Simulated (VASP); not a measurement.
The system is YMg2O2.

```xyz
5
Lattice="-2.7211 2.7211 2.5910 2.7211 -2.7211 2.5910 2.7211 2.7211 -2.5910" Properties=species:S:1:pos:R:3 pbc="T T T"
Y     0.0000    0.0000    2.5910
Mg    0.0000    2.7211    0.0000
Mg    2.7211    0.0000    0.0000
O     0.0000    0.0000    4.5203
O     0.0000    0.0000    0.6618
```

```yaml
Program: VASP 6.6.1
Task: relaxation of cell and atoms
Functional: PBE
Potentials_or_basis: VASP PAW PBE potentials, release 64 (Y_sv, Mg, O)
Cutoff: 600 eV
k_mesh: 4 × 4 × 4
Occupations: gaussian, width 0.1 eV
Spin: no spin polarisation
```

At the start: pressure 31.3 GPa; volume 15.35 Å³/atom.

Task: Where does the relaxation end?

Result: Over 12 steps the energy falls by 535.3 meV/atom and the volume is 23.72 Å³/atom (+54.5 %); space group I4/mmm (No. 139, to 0.05 Å).

Step by step:
| step | energy change (eV) | largest force (eV/Å) | pressure (GPa) | volume (Å³) |
| --- | --- | --- | --- | --- |
| 1 | 0.0000 | 0.6016 | 31.32 | 76.74 |
| 2 | -1.4556 | 1.0415 | -4.06 | 114.81 |
| 3 | -1.8341 | 0.5846 | 2.99 | 98.58 |
| 4 | -2.4296 | 1.9108 | 1.14 | 108.79 |
| 5 | -2.4670 | 3.8735 | 1.21 | 114.15 |
| 6 | -2.6599 | 0.9004 | -0.37 | 120.99 |
| 7 | -2.6615 | 0.6446 | -0.49 | 121.67 |
| 8 | -2.6723 | 0.2786 | -0.44 | 120.38 |
| 9 | -2.6750 | 0.0353 | -0.41 | 119.22 |
| 10 | -2.6750 | 0.0043 | -0.41 | 119.34 |
| 11 | -2.6761 | 0.0104 | -0.14 | 118.81 |
| 12 | -2.6763 | 0.0139 | -0.01 | 118.58 |

Final structure:
```
Y Mg O
1.0
    -3.26750    3.26750    2.77659
     3.26750   -3.26750    2.77659
     3.26750    3.26750   -2.77659
Y Mg O
1 2 2
Direct
  0.50000 0.50000 0.00000
  0.50000 0.00000 0.50000
  0.00000 0.50000 0.50000
  0.87458 0.87458 0.00000
  0.12542 0.12542 0.00000
```

Caveat: the k points lie up to 0.37 Å⁻¹ apart in the final cell; the volume moved by over 15 % at a fixed basis, so the end points are rough; an odd number of electrons without spin polarisation forces a metal; a magnetic or distorted state may lie lower.
